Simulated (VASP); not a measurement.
# Nb2SiB2 (P-3m1) in VASP: a series of runs

Runs on Nb2SiB2. Level: PBE. Tasks: single point, relaxation of cell and atoms.

Everything below comes from runs of VASP 6.6.1. Logs are shortened: lines on timing, memory, paths and dates and some standing lists are left out, and cuts for length are marked.

## (1) The cell of the first run

The structure is trigonal, space group P-3m1 (No. 164). The conventional cell has a = 3.746 Å, b = 3.746 Å, c = 5.906 Å, α = 90.00°, β = 90.00°, γ = 120.00°. Within 3.0 Å of Nb (site symmetry 3m) lie 4 B at 2.24 to 2.27 Å and 3 Si at 2.65 Å. Si (site symmetry -3m) has 6 Nb at 2.65 Å and 6 B at 3.02 Å within 3.5 Å. Within 3.1 Å of B (site symmetry 3m) lie 4 Nb at 2.24 to 2.27 Å and 3 B at 2.75 Å and 3 Si at 3.02 Å.

The cell was generated, and may not be a known phase.

## (2) Single point, PBE

INCAR reads:

```
PREC = Accurate
ENCUT = 520
EDIFF = 1E-6
ISMEAR = 0
SIGMA = 0.1
LREAL = False
LASPH = True
NELM = 80
ALGO = Normal
ISIF = 2
LWAVE = False
LCHARG = False
GGA = PE
NBANDS = 26
```

KPOINTS reads:

```
Automatic mesh
0
Gamma
  6 6 4
```

POSCAR reads:

```
Nb2SiB2
1.0
    3.7463590900      0.0000000000      0.0000000000
   -1.8731795400      3.2444421400      0.0000000000
    0.0000000000      0.0000000000      5.9060672200
Nb Si B
2 1 2
Direct
    0.3333333300      0.6666666700      0.2601999900
    0.6666666700      0.3333333300      0.7398000100
    0.0000000000      0.0000000000      0.0000000000
    0.3333333300      0.6666666700      0.6442000300
    0.6666666700      0.3333333300      0.3557999700
```

Potentials or basis: VASP PAW PBE potentials, release 64 (Nb_sv, Si, B).

Command:

```sh
$ cat potpaw_PBE.64/Nb_sv/POTCAR potpaw_PBE.64/Si/POTCAR potpaw_PBE.64/B/POTCAR > POTCAR
$ mpirun -np 1 vasp_std > vasp.out
```

OUTCAR:

```text
PREC = Accurate
   ENCUT = 520
   EDIFF = 1E-6
   ISMEAR = 0
   LREAL = False
   LASPH = True
   NELM = 80
   ISIF = 2
   GGA = PE

 ion  position               nearest neighbor table
   1  0.333  0.667  0.260-   5 2.24   5 2.24   5 2.24   4 2.27   3 2.65   3 2.65   3 2.65
   2  0.667  0.333  0.740-   4 2.24   4 2.24   4 2.24   5 2.27   3 2.65   3 2.65   3 2.65
   3  0.000  0.000  0.000-   1 2.65   2 2.65   1 2.65   2 2.65   2 2.65   1 2.65
   4  0.333  0.667  0.644-   2 2.24   2 2.24   2 2.24   1 2.27
   5  0.667  0.333  0.356-   1 2.24   1 2.24   1 2.24   2 2.27

  LATTYP: Found a hexagonal cell.
 ALAT       =     3.7463590900
 C/A-ratio  =     1.5764818796

  Lattice vectors:

 A1 = (   3.7463590900,   0.0000000000,   0.0000000000)
 A2 = (  -1.8731795400,   3.2444421400,   0.0000000000)
 A3 = (   0.0000000000,   0.0000000000,   5.9060672200)

Analysis of symmetry for initial positions (statically):
=====================================================================
 Subroutine PRICEL returns:
 Original cell was already a primitive cell.

 Routine SETGRP: Setting up the symmetry group for a
 hexagonal supercell.

 Subroutine GETGRP returns: Found 12 space group operations
 (whereof 12 operations were pure point group operations)
 out of a pool of 24 trial point group operations.

The static configuration has the point symmetry D_3d.

Analysis of symmetry for dynamics (positions and initial velocities):
=====================================================================
 Subroutine PRICEL returns:
 Original cell was already a primitive cell.

 Routine SETGRP: Setting up the symmetry group for a
 hexagonal supercell.

 Subroutine GETGRP returns: Found 12 space group operations
 (whereof 12 operations were pure point group operations)
 out of a pool of 24 trial point group operations.

The dynamic configuration has the point symmetry D_3d.

 Subroutine INISYM returns: Found 12 space group operations
 (whereof 12 operations are pure point group operations),
 and found     1 'primitive' translations

----------------------------------------------------------------------------------------

                                     Primitive cell

  volume of cell :      71.7873

  direct lattice vectors                    reciprocal lattice vectors
     3.746359090  0.000000000  0.000000000     0.266925827  0.154109698  0.000000000
    -1.873179540  3.244442140  0.000000000     0.000000000  0.308219397  0.000000000
     0.000000000  0.000000000  5.906067220     0.000000000  0.000000000  0.169317409

  length of vectors
     3.746359090  3.746359084  5.906067220     0.308219397  0.308219397  0.169317409

  position of ions in fractional coordinates (direct lattice)
     0.333333330  0.666666670  0.260199990
     0.666666670  0.333333330  0.739800010
     0.000000000  0.000000000  0.000000000
     0.333333330  0.666666670  0.644200030
     0.666666670  0.333333330  0.355799970

  ion indices of the primitive-cell ions
   primitive index   ion index
                 1           1
                 2           2
                 3           3
                 4           4
                 5           5

----------------------------------------------------------------------------------------

 KPOINTS: Automatic mesh

Automatic generation of k-mesh.
 Grid dimensions read from file:
 generate k-points for:    6    6    4

 Generating k-lattice:

  Cartesian coordinates                     Fractional coordinates (reciprocal lattice)
     0.044487638  0.025684950  0.000000000     0.166666667  0.000000000  0.000000000
     0.000000000  0.051369900  0.000000000     0.000000000  0.166666667  0.000000000
     0.000000000  0.000000000  0.042329352     0.000000000  0.000000000  0.250000000

  Length of vectors
     0.051369899  0.051369900  0.042329352

  Shift w.r.t. Gamma in fractional coordinates (k-lattice)
     0.000000000  0.000000000  0.000000000

 Subroutine IBZKPT returns following result:
 ===========================================

 Found     24 irreducible k-points:

 Following reciprocal coordinates:
            Coordinates               Weight
  0.000000  0.000000  0.000000      1.000000
  0.166667  0.000000  0.000000      6.000000
  0.333333 -0.000000  0.000000      6.000000
  0.500000 -0.000000  0.000000      3.000000
  0.166667  0.166667  0.000000      6.000000
  0.333333  0.166667  0.000000     12.000000
[... 16 lines left out ...]
  0.333333  0.166667  0.500000     12.000000
  0.333333  0.333333  0.500000      2.000000
   k-points           NKPTS =     24   k-points in BZ     NKDIM =     24   number of bands    NBANDS=     26
   number of dos      NEDOS =    301   number of ions     NIONS =      5
   total plane-waves  NPLWV =  37632
   dimension x,y,z NGX =    28 NGY =   28 NGZ =   48
   dimension x,y,z NGXF=    56 NGYF=   56 NGZF=   96
   ions per type =               2   1   2
   NGX,Y,Z   is equivalent  to a cutoff of  12.43, 12.43, 13.51 a.u.
   NGXF,Y,Z  is equivalent  to a cutoff of  24.85, 24.85, 27.02 a.u.
 SYSTEM =  unknown system
   PREC   = accura    normal or accurate (medium, high low for compatibility)
   ISTART =      0    job   : 0-new  1-cont  2-samecut
   ICHARG =      2    charge: 1-file 2-atom 10-const
   ISPIN  =      1    spin polarized calculation?
   LNONCOLLINEAR =      F non collinear calculations
   LSORBIT =      F    spin-orbit coupling
   LASPH  =      T    aspherical Exc in radial PAW
   ENCUT  =  520.0 eV  38.22 Ry    6.18 a.u.   6.97  6.97 10.98*2*pi/ulx,y,z
   NELM   =     80;   NELMIN=  2; NELMDL= -5     # of ELM steps
   EDIFF  = 0.1E-05   stopping-criterion for ELM
   LREAL  =      F    real-space projection
   EDIFFG = 0.1E-04   stopping-criterion for IOM
   NSW    =      0    number of steps for IOM
   IBRION =     -1    ionic relax: 0-MD 1-quasi-New 2-CG
   NFREE  =      0    steps in history (QN), initial steepest desc. (CG)
   ISIF   =      2    stress and relaxation
   ISYM   =      2    0-nonsym 1-usesym 2-fastsym
   POTIM  = 0.5000    time-step for ionic-motion
   TEBEG  =    0.0;   TEEND  =   0.0 temperature during run
   PSTRESS=    0.0 pullay stress
   NELECT =      36.0000    total number of electrons
   NUPDOWN=      -1.0000    fix difference up-down
   EMIN   =  10.00;   EMAX   =-10.00  energy-range for DOS
   EFERMI =   0.00;   METHOD = LEGACY
   ISMEAR =     0;   SIGMA  =   0.10  broadening in eV -4-tet -1-fermi 0-gaus
   EFERMI_NEDOS =   21; number of points for ismear=-14 and -15
   IALGO  =     38    algorithm
   IMIX   =      4    mixing-type and parameters
     AMIX     =   0.40;   BMIX     =  1.00
     AMIX_MAG =   1.60;   BMIX_MAG =  1.00
  volume/ion in A,a.u.               =      14.36        96.89
  Fermi-wavevector in a.u.,A,eV,Ry     =   1.300648  2.457868 23.016769  1.691685
  Thomas-Fermi vector in A             =   2.431833
   LORBIT       =      0    0 simple, 1 ext, 2 COOP (PROOUT), +10 PAW based schemes
   GGA     = PE    functional components
   LHFCALC =     F    Hartree Fock is set to
   AEXX    =    0.0000 exact exchange contribution
   IVDW    =     0    specifies the selected vdW correction
   LEPSILON=     F    determine dielectric tensor
   LRPA    =     F    only Hartree local field effects (RPA)
 non-spin polarized calculation
 Gauss-broadening in eV      SIGMA  =   0.10
  energy-cutoff  :      520.00
  volume of cell :       71.79
 maximum number of plane-waves:      1950
   NGX = 13   NGY = 13   NGZ = 21

 number of electron      36.0000001 magnetization

 Free energy of the ion-electron system (eV)
  ---------------------------------------------------
  ext. energy  EPLUGINS =         0.00000000
  ---------------------------------------------------
  free energy    TOTEN  =       -37.02695638 eV

  energy without entropy =      -37.01208267  energy(sigma->0) =      -37.01951952

 E-fermi :   8.7602     XC(G=0): -11.4828

 val. band max:        8.7297494382   @ k =   0.5000  -0.0000   0.0000
 cond. band min:       8.7663198874   @ k =   0.3333   0.1667   0.5000
 fundamental gap:      0.0365704492
 Fermi energy:         8.7602127888

 k-point     1 :       0.0000    0.0000    0.0000
  band No.  band energies     occupation
      1     -46.2049      2.00000
      2     -46.1876      2.00000
      3     -22.4346      2.00000
      4     -22.3057      2.00000
      5     -22.3057      2.00000
      6     -22.2698      2.00000
[... 18 lines left out ...]
     25      13.1694      0.00000
     26      14.0254      0.00000

 k-point     2 :       0.1667    0.0000    0.0000
  band No.  band energies     occupation
      1     -46.2019      2.00000
      2     -46.1866      2.00000
      3     -22.4186      2.00000
      4     -22.3385      2.00000
      5     -22.3169      2.00000
      6     -22.3030      2.00000
[... 18 lines left out ...]
     25      13.3024      0.00000
     26      14.0597      0.00000

 k-point     3 :       0.3333   -0.0000    0.0000
  band No.  band energies     occupation
      1     -46.1954      2.00000
      2     -46.1854      2.00000
      3     -22.4046      2.00000
      4     -22.3893      2.00000
      5     -22.3564      2.00000
      6     -22.3384      2.00000
[... 18 lines left out ...]
     25      12.8517      0.00000
     26      13.6466      0.00000

 k-point     4 :       0.5000   -0.0000    0.0000
  band No.  band energies     occupation
      1     -46.1913      2.00000
      2     -46.1856      2.00000
      3     -22.4375      2.00000
      4     -22.4067      2.00000
      5     -22.3489      2.00000
      6     -22.3400      2.00000
[... 18 lines left out ...]
     25      12.2184      0.00000
     26      12.3569      0.00000
[... 496 lines left out ...]
      1     -46.1936      2.00000
      2     -46.1892      2.00000
      3     -22.3953      2.00000
      4     -22.3932      2.00000
      5     -22.3299      2.00000
      6     -22.3087      2.00000
[... 18 lines left out ...]
     25      13.3521      0.00000
     26      13.5440      0.00000

 k-point    23 :       0.3333    0.1667    0.5000
  band No.  band energies     occupation
      1     -46.1896      2.00000
      2     -46.1873      2.00000
      3     -22.4297      2.00000
      4     -22.4281      2.00000
      5     -22.3533      2.00000
      6     -22.3350      2.00000
[... 18 lines left out ...]
     25      12.6999      0.00000
     26      13.2640      0.00000

 k-point    24 :       0.3333    0.3333    0.5000
  band No.  band energies     occupation
      1     -46.1875      2.00000
      2     -46.1875      2.00000
      3     -22.4183      2.00000
      4     -22.4183      2.00000
      5     -22.3873      2.00000
      6     -22.3678      2.00000
[... 18 lines left out ...]
     25      13.0952      0.00000
     26      13.0953      0.00000

------------------------ aborting loop because EDIFF is reached ----------------------------------------

  FORCE on cell =-STRESS in cart. coord.  units (eV):
  Direction    XX          YY          ZZ          XY          YZ          ZX
  --------------------------------------------------------------------------------------
  -------------------------------------------------------------------------------------
  Total        0.5982713      0.5982713     -2.0226321      0.0000000      0.0000000      0.0000000
  in kB       13.3524481     13.3524481    -45.1418823      0.0000000      0.0000000      0.0000000
  external PRESSURE =      -6.1456620 kB  Pullay stress =       0.0000000 kB

 VOLUME and BASIS-vectors are now :
 -----------------------------------------------------------------------------
  energy-cutoff  :      520.00
  volume of cell :       71.79
      direct lattice vectors                 reciprocal lattice vectors
     3.746359090  0.000000000  0.000000000     0.266925827  0.154109698  0.000000000
    -1.873179540  3.244442140  0.000000000     0.000000000  0.308219397  0.000000000
     0.000000000  0.000000000  5.906067220     0.000000000  0.000000000  0.169317409

 POSITION                                       TOTAL-FORCE (eV/Angst)
 -----------------------------------------------------------------------------------
     -0.00000      2.16296      1.53676         0.000000     -0.000000     -0.445102
      1.87318      1.08148      4.36931        -0.000000      0.000000      0.445102
      0.00000      0.00000      0.00000         0.000000      0.000000      0.000000
     -0.00000      2.16296      3.80469         0.000000     -0.000000      0.067934
      1.87318      1.08148      2.10138         0.000000      0.000000     -0.067934
 -----------------------------------------------------------------------------------
    total drift:                                0.000000      0.000000     -0.000000

  FREE ENERGIE OF THE ION-ELECTRON SYSTEM (eV)
  ---------------------------------------------------
  free  energy   TOTEN  =       -37.0269563825 eV

  energy  without entropy=      -37.0120826655  energy(sigma->0) =      -37.01951952
```

Run time: 43 s. Hardware: 1 thread of Intel Xeon Platinum 8488C (Sapphire Rapids), shared host; peak memory 0.2 GiB.

What came out:

| Property | Result |
| --- | --- |
| Free energy | -37.0270 eV |
| Pressure | -0.6 GPa |
| Largest force | 0.445 eV/Å |
| Band gap on the k mesh | zero (bands 18 and 19 overlap by 0.87 eV) |

Forces on the atoms (eV/Å):
```
Nb   0.000  0.000 -0.445
Nb   0.000  0.000  0.445
Si   0.000  0.000  0.000
B    0.000  0.000  0.068
B    0.000  0.000 -0.068
```

Caveat: the stress differs along the axes, from -5 to 1 GPa.

(Part 1 of 2 ends here.)

The gap in the log of VASP goes by the Fermi energy; the results here count the filled bands.